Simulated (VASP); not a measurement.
# AlRu in VASP: further runs

AlRu is run at these levels: PBE; tasks: single point, relaxation of cell and atoms.

Program: VASP 6.6.1. These are calculated values, not measurements. Logs are shortened: lines on timing, memory, paths and dates and some standing lists are left out, and cuts for length are marked.

### 1 The cell of the first run

Symmetry: Pm-3m, No. 221, cubic system. The conventional cell has a = 3.004 Å, b = 3.004 Å, c = 3.004 Å, α = 90.00°, β = 90.00°, γ = 90.00°. Within 3.4 Å of Al (site symmetry m-3m) lie 8 Ru at 2.60 Å and 6 Al at 3.00 Å. Within 3.4 Å of Ru (site symmetry m-3m) lie 8 Al at 2.60 Å and 6 Ru at 3.00 Å.

### 2 Single point, PBE

Input file INCAR:

```
SYSTEM = AlRu
ALGO = Fast
EDIFF = 1E-6
ENCUT = 520
GGA = PE
ISIF = 2
ISMEAR = 0
LASPH = .TRUE.
LCHARG = .TRUE.
LELF = .TRUE.
LREAL = .FALSE.
LVHAR = .TRUE.
LWAVE = .FALSE.
NBANDS = 16
NELM = 60
PREC = Accurate
SIGMA = 0.1
```

Input file KPOINTS:

```
k-points
0
G
  14 14 14
  0 0 0
```

Input file POSCAR:

```
AlRu
1.0
    3.0041768543      0.0000000000      0.0000000000
    0.0000000000      3.0041768543      0.0000000000
    0.0000000000      0.0000000000      3.0041768543
Al Ru
1 1
Direct
    0.0000000000      0.0000000000      0.0000000000
    0.5000000000      0.5000000000      0.5000000000
```

Potentials or basis: VASP PAW PBE potentials, release 64 (Al, Ru_pv).

Launch:

```bash
> cat potpaw_PBE.64/Al/POTCAR potpaw_PBE.64/Ru_pv/POTCAR > POTCAR
> mpirun -np 1 vasp_std > vasp.out
```

OUTCAR:

```text
SYSTEM = AlRu
   EDIFF = 1E-6
   ENCUT = 520
   GGA = PE
   ISIF = 2
   ISMEAR = 0
   LASPH = .TRUE.
   LREAL = .FALSE.
   NELM = 60
   PREC = Accurate

 ion  position               nearest neighbor table
   1  0.000  0.000  0.000-   2 2.60   2 2.60   2 2.60   2 2.60   2 2.60   2 2.60   2 2.60   2 2.60

   2  0.500  0.500  0.500-   1 2.60   1 2.60   1 2.60   1 2.60   1 2.60   1 2.60   1 2.60   1 2.60

  LATTYP: Found a simple cubic cell.
 ALAT       =     3.0041768543

  Lattice vectors:

 A1 = (   3.0041768543,   0.0000000000,   0.0000000000)
 A2 = (   0.0000000000,   3.0041768543,   0.0000000000)
 A3 = (   0.0000000000,   0.0000000000,   3.0041768543)

Analysis of symmetry for initial positions (statically):
=====================================================================
 Subroutine PRICEL returns:
 Original cell was already a primitive cell.

 Routine SETGRP: Setting up the symmetry group for a
 simple cubic supercell.

 Subroutine GETGRP returns: Found 48 space group operations
 (whereof 48 operations were pure point group operations)
 out of a pool of 48 trial point group operations.

The static configuration has the point symmetry O_h .

Analysis of symmetry for dynamics (positions and initial velocities):
=====================================================================
 Subroutine PRICEL returns:
 Original cell was already a primitive cell.

 Routine SETGRP: Setting up the symmetry group for a
 simple cubic supercell.

 Subroutine GETGRP returns: Found 48 space group operations
 (whereof 48 operations were pure point group operations)
 out of a pool of 48 trial point group operations.

The dynamic configuration has the point symmetry O_h .

 Subroutine INISYM returns: Found 48 space group operations
 (whereof 48 operations are pure point group operations),
 and found     1 'primitive' translations

----------------------------------------------------------------------------------------

                                     Primitive cell

  volume of cell :      27.1129

  direct lattice vectors                    reciprocal lattice vectors
     3.004176854  0.000000000  0.000000000     0.332869884  0.000000000  0.000000000
     0.000000000  3.004176854  0.000000000     0.000000000  0.332869884  0.000000000
     0.000000000  0.000000000  3.004176854     0.000000000  0.000000000  0.332869884

  length of vectors
     3.004176854  3.004176854  3.004176854     0.332869884  0.332869884  0.332869884

  position of ions in fractional coordinates (direct lattice)
     0.000000000  0.000000000  0.000000000
     0.500000000  0.500000000  0.500000000

  ion indices of the primitive-cell ions
   primitive index   ion index
                 1           1
                 2           2

----------------------------------------------------------------------------------------

 KPOINTS: k-points

Automatic generation of k-mesh.
 Grid dimensions read from file:
 generate k-points for:   14   14   14

 Generating k-lattice:

  Cartesian coordinates                     Fractional coordinates (reciprocal lattice)
     0.023776420  0.000000000  0.000000000     0.071428571  0.000000000  0.000000000
     0.000000000  0.023776420  0.000000000     0.000000000  0.071428571  0.000000000
     0.000000000  0.000000000  0.023776420     0.000000000  0.000000000  0.071428571

  Length of vectors
     0.023776420  0.023776420  0.023776420

  Shift w.r.t. Gamma in fractional coordinates (k-lattice)
     0.000000000  0.000000000  0.000000000

 Subroutine IBZKPT returns following result:
 ===========================================

 Found    120 irreducible k-points:

 Following reciprocal coordinates:
            Coordinates               Weight
  0.000000  0.000000  0.000000      1.000000
  0.071429  0.000000  0.000000      6.000000
  0.142857  0.000000  0.000000      6.000000
  0.214286  0.000000  0.000000      6.000000
  0.285714  0.000000  0.000000      6.000000
  0.357143  0.000000  0.000000      6.000000
[... 16 lines left out ...]
  0.285714  0.214286  0.000000     24.000000
  0.357143  0.214286  0.000000     24.000000
 [... further k-points ...]
   k-points           NKPTS =    120   k-points in BZ     NKDIM =    120   number of bands    NBANDS=     16
   number of dos      NEDOS =    301   number of ions     NIONS =      2
   total plane-waves  NPLWV =  13824
   dimension x,y,z NGX =    24 NGY =   24 NGZ =   24
   dimension x,y,z NGXF=    48 NGYF=   48 NGZF=   48
   ions per type =               1   1
   NGX,Y,Z   is equivalent  to a cutoff of  13.28, 13.28, 13.28 a.u.
   NGXF,Y,Z  is equivalent  to a cutoff of  26.56, 26.56, 26.56 a.u.
 SYSTEM =  AlRu
   PREC   = accura    normal or accurate (medium, high low for compatibility)
   ISTART =      0    job   : 0-new  1-cont  2-samecut
   ICHARG =      2    charge: 1-file 2-atom 10-const
   ISPIN  =      1    spin polarized calculation?
   LNONCOLLINEAR =      F non collinear calculations
   LSORBIT =      F    spin-orbit coupling
   LASPH  =      T    aspherical Exc in radial PAW
   ENCUT  =  520.0 eV  38.22 Ry    6.18 a.u.   5.59  5.59  5.59*2*pi/ulx,y,z
   NELM   =     60;   NELMIN=  2; NELMDL= -5     # of ELM steps
   EDIFF  = 0.1E-05   stopping-criterion for ELM
   LREAL  =      F    real-space projection
   EDIFFG = 0.1E-04   stopping-criterion for IOM
   NSW    =      0    number of steps for IOM
   IBRION =     -1    ionic relax: 0-MD 1-quasi-New 2-CG
   NFREE  =      0    steps in history (QN), initial steepest desc. (CG)
   ISIF   =      2    stress and relaxation
   ISYM   =      2    0-nonsym 1-usesym 2-fastsym
   POTIM  = 0.5000    time-step for ionic-motion
   TEBEG  =    0.0;   TEEND  =   0.0 temperature during run
   PSTRESS=    0.0 pullay stress
   NELECT =      17.0000    total number of electrons
   NUPDOWN=      -1.0000    fix difference up-down
   EMIN   =  10.00;   EMAX   =-10.00  energy-range for DOS
   EFERMI =   0.00;   METHOD = LEGACY
   ISMEAR =     0;   SIGMA  =   0.10  broadening in eV -4-tet -1-fermi 0-gaus
   EFERMI_NEDOS =   21; number of points for ismear=-14 and -15
   IALGO  =     68    algorithm
   IMIX   =      4    mixing-type and parameters
     AMIX     =   0.40;   BMIX     =  1.00
     AMIX_MAG =   1.60;   BMIX_MAG =  1.00
  volume/ion in A,a.u.               =      13.56        91.48
  Fermi-wavevector in a.u.,A,eV,Ry     =   1.401196  2.647877 26.713012  1.963351
  Thomas-Fermi vector in A             =   2.524082
   LORBIT       =      0    0 simple, 1 ext, 2 COOP (PROOUT), +10 PAW based schemes
   GGA     = PE    functional components
   LHFCALC =     F    Hartree Fock is set to
   AEXX    =    0.0000 exact exchange contribution
   IVDW    =     0    specifies the selected vdW correction
   LEPSILON=     F    determine dielectric tensor
   LRPA    =     F    only Hartree local field effects (RPA)
 non-spin polarized calculation
 RMM-DIIS sequential band-by-band and
 Gauss-broadening in eV      SIGMA  =   0.10
  energy-cutoff  :      520.00
  volume of cell :       27.11
 maximum number of plane-waves:       742
 NGX is ok and might be reduce to    24
   NGX = 11   NGY = 11   NGZ = 11

 number of electron      16.9999996 magnetization

 Free energy of the ion-electron system (eV)
  ---------------------------------------------------
  ext. energy  EPLUGINS =         0.00000000
  ---------------------------------------------------
  free energy    TOTEN  =       -14.25815658 eV

  energy without entropy =      -14.24831718  energy(sigma->0) =      -14.25323688

 E-fermi :  10.5380     XC(G=0): -12.5017

 val. band max:       10.5227946962   @ k =   0.5000   0.2857   0.1429
 cond. band min:      10.5387460672   @ k =   0.1429   0.0714   0.0714
 fundamental gap:      0.0159513710
 Fermi energy:        10.5379875243

 k-point     1 :       0.0000    0.0000    0.0000
  band No.  band energies     occupation
      1     -31.2215      2.00000
      2     -31.2215      2.00000
      3     -31.2215      2.00000
      4       0.9388      2.00000
      5       7.0442      2.00000
      6       7.0442      2.00000
[... 8 lines left out ...]
     15      22.6682      0.00000
     16      25.4098      0.00000

 k-point     2 :       0.0714    0.0000    0.0000
  band No.  band energies     occupation
      1     -31.2315      2.00000
      2     -31.2207      2.00000
      3     -31.2207      2.00000
      4       1.0358      2.00000
      5       7.0772      2.00000
      6       7.0781      2.00000
[... 8 lines left out ...]
     15      22.6685      0.00000
     16      25.7189      0.00000

 k-point     3 :       0.1429    0.0000    0.0000
  band No.  band energies     occupation
      1     -31.2595      2.00000
      2     -31.2183      2.00000
      3     -31.2183      2.00000
      4       1.3226      2.00000
      5       7.1482      2.00000
      6       7.1756      2.00000
[... 8 lines left out ...]
     15      22.6710      0.00000
     16      26.6989      0.00000

 k-point     4 :       0.2143    0.0000    0.0000
  band No.  band energies     occupation
      1     -31.2996      2.00000
      2     -31.2149      2.00000
      3     -31.2149      2.00000
      4       1.7866      2.00000
      5       7.1693      2.00000
      6       7.3228      2.00000
[... 8 lines left out ...]
     15      23.0345      0.00000
     16      27.5539      0.00000

 k-point     5 :       0.2857    0.0000    0.0000
  band No.  band energies     occupation
      1     -31.3439      2.00000
      2     -31.2111      2.00000
      3     -31.2111      2.00000
      4       2.4080      2.00000
      5       7.0017      2.00000
      6       7.4963      2.00000
[... 8 lines left out ...]
     15      23.3783      0.00000
     16      26.2243      0.00000

 k-point     6 :       0.3571    0.0000    0.0000
  band No.  band energies     occupation
      1     -31.3836      2.00000
      2     -31.2077      2.00000
      3     -31.2077      2.00000
      4       3.1603      2.00000
      5       6.5375      2.00000
      6       7.6632      2.00000
[... 8 lines left out ...]
     15      24.9398      0.00000
     16      24.9408      0.00000

 k-point     7 :       0.4286    0.0000    0.0000
  band No.  band energies     occupation
      1     -31.4109      2.00000
      2     -31.2054      2.00000
      3     -31.2054      2.00000
      4       4.0061      2.00000
      5       5.8101      2.00000
      6       7.7855      2.00000
[... 8 lines left out ...]
     15      23.7770      0.00000
     16      23.7771      0.00000

 k-point     8 :       0.5000    0.0000    0.0000
  band No.  band energies     occupation
      1     -31.4207      2.00000
      2     -31.2045      2.00000
      3     -31.2045      2.00000
      4       4.7660      2.00000
      5       5.0765      2.00000
      6       7.8307      2.00000
[... 8 lines left out ...]
     15      23.1157      0.00000
     16      23.7286      0.00000

 k-point     9 :       0.0714    0.0714    0.0000
  band No.  band energies     occupation
      1     -31.2311      2.00000
      2     -31.2302      2.00000
      3     -31.2198      2.00000
      4       1.1321      2.00000
      5       7.1100      2.00000
      6       7.1140      2.00000
[... 8 lines left out ...]
     15      22.6686      0.00000
     16      25.9990      0.00000
[... 172 lines left out ...]
 k-point    19 :       0.3571    0.1429    0.0000
  band No.  band energies     occupation
      1     -31.3792      2.00000
      2     -31.2444      2.00000
      3     -31.2045      2.00000
      4       3.4496      2.00000
      5       6.6167      2.00000
      6       7.8302      2.00000
[... 8 lines left out ...]
     15      23.5207      0.00000
     16      24.8078      0.00000

 k-point    20 :       0.4286    0.1429    0.0000
  band No.  band energies     occupation
      1     -31.4063      2.00000
      2     -31.2418      2.00000
      3     -31.2021      2.00000
      4       4.2470      2.00000
      5       5.9105      2.00000
      6       7.9784      2.00000
[... 8 lines left out ...]
     15      22.6719      0.00000
     16      23.6622      0.00000

 k-point    21 :       0.5000    0.1429    0.0000
  band No.  band energies     occupation
      1     -31.4159      2.00000
      2     -31.2409      2.00000
      3     -31.2013      2.00000
      4       5.0011      2.00000
      5       5.1793      2.00000
      6       8.0393      2.00000
[... 8 lines left out ...]
     15      22.6696      0.00000
     16      22.6957      0.00000

 k-point    22 :       0.2143    0.2143    0.0000
  band No.  band energies     occupation
      1     -31.2939      2.00000
      2     -31.2896      2.00000
      3     -31.2083      2.00000
      4       2.5625      2.00000
      5       7.3047      2.00000
      6       7.6544      2.00000
[... 8 lines left out ...]
     15      25.0629      0.00000
     16      25.1489      0.00000

 k-point    23 :       0.2857    0.2143    0.0000
  band No.  band energies     occupation
      1     -31.3355      2.00000
      2     -31.2872      2.00000
      3     -31.2045      2.00000
      4       3.1157      2.00000
      5       7.1116      2.00000
      6       7.8498      2.00000
[... 8 lines left out ...]
     15      24.0494      0.00000
     16      25.7401      0.00000

 k-point    24 :       0.3571    0.2143    0.0000
  band No.  band energies     occupation
      1     -31.3745      2.00000
      2     -31.2832      2.00000
      3     -31.2011      2.00000
      4       3.7637      2.00000
      5       6.6675      2.00000
      6       8.0410      2.00000
[... 8 lines left out ...]
     15      22.9610      0.00000
     16      24.7911      0.00000

 [... further k-points ...]
[... 5 lines left out ...]
  --------------------------------------------------------------------------------------
  -------------------------------------------------------------------------------------
  Total       -0.0088962     -0.0088962     -0.0088962      0.0000000      0.0000000      0.0000000
  in kB       -0.5257032     -0.5257032     -0.5257032      0.0000000      0.0000000      0.0000000
  external PRESSURE =      -0.5257032 kB  Pullay stress =       0.0000000 kB

 VOLUME and BASIS-vectors are now :
 -----------------------------------------------------------------------------
  energy-cutoff  :      520.00
  volume of cell :       27.11
      direct lattice vectors                 reciprocal lattice vectors
     3.004176854  0.000000000  0.000000000     0.332869884  0.000000000  0.000000000
     0.000000000  3.004176854  0.000000000     0.000000000  0.332869884  0.000000000
     0.000000000  0.000000000  3.004176854     0.000000000  0.000000000  0.332869884

 POSITION                                       TOTAL-FORCE (eV/Angst)
 -----------------------------------------------------------------------------------
      0.00000      0.00000      0.00000         0.000000      0.000000      0.000000
      1.50209      1.50209      1.50209         0.000000      0.000000      0.000000
 -----------------------------------------------------------------------------------
    total drift:                                0.000000     -0.000000     -0.000000

  FREE ENERGIE OF THE ION-ELECTRON SYSTEM (eV)
  ---------------------------------------------------
  free  energy   TOTEN  =       -14.2581565787 eV

  energy  without entropy=      -14.2483171788  energy(sigma->0) =      -14.25323688
```

Run time: 29 s. Hardware: 1 thread of AMD EPYC 9R14 (Zen 4), shared host; peak memory 0.14 GiB.

Results:

```yaml
Free_energy: -14.2582 eV
Pressure: -0.1 GPa
```

### 3 Relaxation of cell and atoms, PBE

This run uses another cell than the first one, of 13.27 Å³/atom, 0.979 times its volume.

Input file INCAR:

```
SYSTEM = AlRu
PREC     = Accurate       ! precision mode
ENCUT    = 600            ! plane-wave cutoff, eV
EDIFF    = 1E-6           ! SCF threshold, eV
ISMEAR   = 0              ! smearing method
SIGMA    = 0.1            ! smearing width, eV
LREAL    = .FALSE.        ! projectors in reciprocal space
LASPH    = .TRUE.         ! aspherical terms in the spheres
NELM     = 100            ! most SCF steps
ALGO     = Normal         ! electronic algorithm
ISIF     = 3              ! what is computed and relaxed
LWAVE    = .FALSE.        ! write WAVECAR
LCHARG   = .FALSE.        ! write CHGCAR
GGA      = PE             ! functional
IBRION   = 2              ! ionic algorithm
NSW      = 100            ! ionic steps
EDIFFG   = -0.005         ! ionic threshold
```

Input file KPOINTS:

```
Automatic mesh
0
G
  14 14 14
  0 0 0
```

Input file POSCAR:

```
AlRu
1.0
    2.9824954400      0.0000000000      0.0000000000
    0.0000000000      2.9824954400      0.0000000000
    0.0000000000      0.0000000000      2.9824954400
Al Ru
1 1
Direct
    0.0000000000      0.0000000000      0.0000000000
    0.5000000000      0.5000000000      0.5000000000
```

Potentials or basis: VASP PAW PBE potentials, release 64 (Al, Ru_pv).

Launch:

```bash
> cat potpaw_PBE.64/Al/POTCAR potpaw_PBE.64/Ru_pv/POTCAR > POTCAR
> mpirun -np 1 vasp_std > vasp.out
```

Run time: 44 s. Hardware: 1 thread of AMD EPYC 9R14 (Zen 4), shared host; peak memory 0.15 GiB.

It converged, with:

```
Free energy                            : -14.2578 eV
Relaxed volume                         : 13.55 Å³/atom
Relaxed cell                           : a = 3.004 Å, b = 3.004 Å, c = 3.004 Å, α = 90.00°, β = 90.00°, γ = 90.00°
Space group after relaxing (to 0.05 Å) : Pm-3m (No. 221)
Energy gained by relaxing              : 4.0 meV/atom
Ionic steps                            : 3
Pressure after relaxing                : 0.0 GPa
```

The path:
| step | energy change (eV) | largest force (eV/Å) | pressure (GPa) | volume (Å³) |
| --- | --- | --- | --- | --- |
| 1 | 0.0000 | 0.0000 | 4.56 | 26.53 |
| 2 | 0.0103 | 0.0000 | -6.23 | 28.01 |
| 3 | -0.0079 | 0.0000 | -0.02 | 27.10 |

Final structure:
```yaml
crystal:
  lattice:
    - [3.00383, 0.00000, 0.00000]
    - [0.00000, 3.00383, 0.00000]
    - [0.00000, 0.00000, 3.00383]
  atoms:
    - { symbol: Al, position: [0.00000, 0.00000, 0.00000] }
    - { symbol: Ru, position: [0.50000, 0.50000, 0.50000] }
```

Levels at points of the mesh, in eV from the Fermi level:
```
           k point  band 7  band 8  band 9  band 10  band 11  band 12
(0.00, 0.00, 0.00)    0.18    0.18    0.18     6.02     6.02     6.02
(0.50, 0.00, 0.00)   -1.57   -1.57    0.42     2.25     7.46    10.97
(0.50, 0.50, 0.00)   -1.36   -1.14   -1.14     1.51     5.24     6.11
(0.50, 0.50, 0.50)    1.60    1.60    2.50     4.11     4.11     4.11
```

### 4 Single point, PBE

Input file INCAR:

```
SYSTEM = AlRu
PREC = Accurate
ENCUT = 520
EDIFF = 1E-6
ISMEAR = 0
SIGMA = 0.1
LREAL = .False.
LASPH = .True.
NELM = 60
ALGO = Fast
ISIF = 2
LWAVE = .False.
LCHARG = .False.
GGA = PE
NBANDS = 16
```

Input file KPOINTS:

```
Automatic mesh
0
Gamma
  18 18 18
  0 0 0
```

Input file POSCAR:

```
AlRu
1.0
    3.0041768555      0.0000000000      0.0000000000
    0.0000000000      3.0041768555      0.0000000000
    0.0000000000      0.0000000000      3.0041768555
Al Ru
1 1
Direct
    0.0000000000      0.0000000000      0.0000000000
    0.5000000000      0.5000000000      0.5000000000
```

Launch:

```bash
> cat potpaw_PBE.64/Al/POTCAR potpaw_PBE.64/Ru_pv/POTCAR > POTCAR
> mpirun -np 1 vasp_std > vasp.out
```

Wall time 51 s (1 thread of Intel Xeon 6975P-C, shared host); peak memory 0.21 GiB.

Results (log left out):

```
Free energy : -14.2646 eV
Pressure    : -0.2 GPa
```

Levels at points of the mesh, in eV from the Fermi level:
| k point | band 5 | band 6 | band 7 | band 8 | band 9 | band 10 | band 11 | band 12 | band 13 | band 14 |
| --- | --- | --- | --- | --- | --- | --- | --- | --- | --- | --- |
| (0.00, 0.00, 0.00) | -3.49 | -3.49 | 0.18 | 0.18 | 0.18 | 6.03 | 6.03 | 6.03 | 10.91 | 10.91 |
| (0.50, 0.00, 0.00) | -5.45 | -2.71 | -1.57 | -1.57 | 0.43 | 2.25 | 7.46 | 10.97 | 10.97 | 12.58 |
| (0.50, 0.50, 0.00) | -3.00 | -1.35 | -1.35 | -1.14 | -1.14 | 1.51 | 5.24 | 6.11 | 10.50 | 12.17 |
| (0.50, 0.50, 0.50) | -4.56 | -4.56 | 1.60 | 1.60 | 2.51 | 4.11 | 4.11 | 4.11 | 8.42 | 8.42 |

(Continued in part 2 of 2.)
